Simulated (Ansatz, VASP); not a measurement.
## Li in VASP and in Ansatz

INCAR

```
SYSTEM = Li
PREC = Accurate
ENCUT = 750
EDIFF = 1E-6
ISMEAR = -1
SIGMA = 0.08
LREAL = .False.
LASPH = .True.
NELM = 120
ALGO = Normal
ISIF = 2
LWAVE = .False.
LCHARG = .False.
GGA = PS
NBANDS = 8
GGA_COMPAT = .False.
```

Contents of KPOINTS:

```
regular mesh
0
Gamma
  13 13 13
  0 0 0
```

POSCAR

```
Li
1.0
    0.0000000000      2.2165832064      2.2165832064
    2.2165832064      0.0000000000      2.2165832064
    2.2165832064      2.2165832064      0.0000000000
Li
1
Direct
    0.0000000000      0.0000000000      0.0000000000
```

Input for Ansatz:

```yaml
crystal:
  lattice:
    - [0.0, 2.2165832064, 2.2165832064]
    - [2.2165832064, 0.0, 2.2165832064]
    - [2.2165832064, 2.2165832064, 0.0]
  atoms:
    - { symbol: Li, position: [0.0, 0.0, 0.0] }
kpoints:
  mp_grid: { grid: [13, 13, 13] }
  band_path:
    path:
      - [0.0, 0.0, 0.0]
      - [0.5, 0.0, 0.5]
      - [0.625, 0.25, 0.625]
      - [0.375, 0.375, 0.75]
      - [0.0, 0.0, 0.0]
      - [0.5, 0.5, 0.5]
      - [0.5, 0.25, 0.75]
      - [0.5, 0.0, 0.5]
    npoints: 5
scf:
  occupations: { method: fermi_dirac, width: 0.08 }
hamiltonian:
  xc: pbesol
  pseudopotentials: { kind: all_electron, lapw: { basis_error: 0.00025 } }
output:
  forces: true
  stress: true
  eigenvalues: true
```

Change from the starting cell: volume scaled by 1.02.

Alike in both runs: task single point; functional PBEsol; k mesh 13 × 13 × 13; occupations fermi-dirac, width 0.08 eV; no spin polarisation.

|  | VASP | Ansatz |
| --- | --- | --- |
| version | VASP 6.6.1 | Ansatz 0.2.0 |
| potentials or method | VASP PAW PBE potentials, release 64 (Li_sv), cutoff 750 eV | all-electron LAPW, scalar-relativistic |

Ansatz gave:

* pressure (GPa): -0.9

Question: Which values does VASP return?

Answer: Pressure (GPa): -1.0.

VASP's potentials were made for PBE, not for PBEsol. Ansatz ran all-electron here, and VASP with PAW potentials.
